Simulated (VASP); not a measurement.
Here is a VASP 6.6.1 calculation.

Contents of INCAR:

```
SYSTEM = CdSe
PREC = Accurate
ENCUT = 520
EDIFF = 1E-7
ISMEAR = -1
SIGMA = 0.05
LREAL = .FALSE.
LASPH = .TRUE.
NELM = 60
ALGO = Normal
ISIF = 2
LWAVE = .FALSE.
LCHARG = .FALSE.
GGA = PS
NBANDS = 16
```

Contents of KPOINTS:

```
regular mesh
0
G
  8 8 8
  0 0 0
```

Contents of POSCAR:

```
CdSe
1.0
    0.0000000000      3.0702711986      3.0702711986
    3.0702711986      0.0000000000      3.0702711986
    3.0702711986      3.0702711986      0.0000000000
Cd Se
1 1
Direct
    0.0000000000      0.0000000000      0.0000000000
    0.2500000000      0.2500000000      0.2500000000
```

Potentials or basis: VASP PAW PBE potentials, release 64 (Cd, Se).

Launch:

```sh
$ cat potpaw_PBE.64/Cd/POTCAR potpaw_PBE.64/Se/POTCAR > POTCAR
$ mpirun -np 1 vasp_std > vasp.out
```

**Question.** What does it give for the band gap on the k mesh?

**Answer.** 0.43 eV, direct.

**Question.** What does it give for the pressure?

**Answer.** -1.1 GPa.

Caveat: the PAW data sets were made with another functional, which shifts forces and pressure a little. A hybrid or GW would open this gap; PBEsol tends to underestimate it.
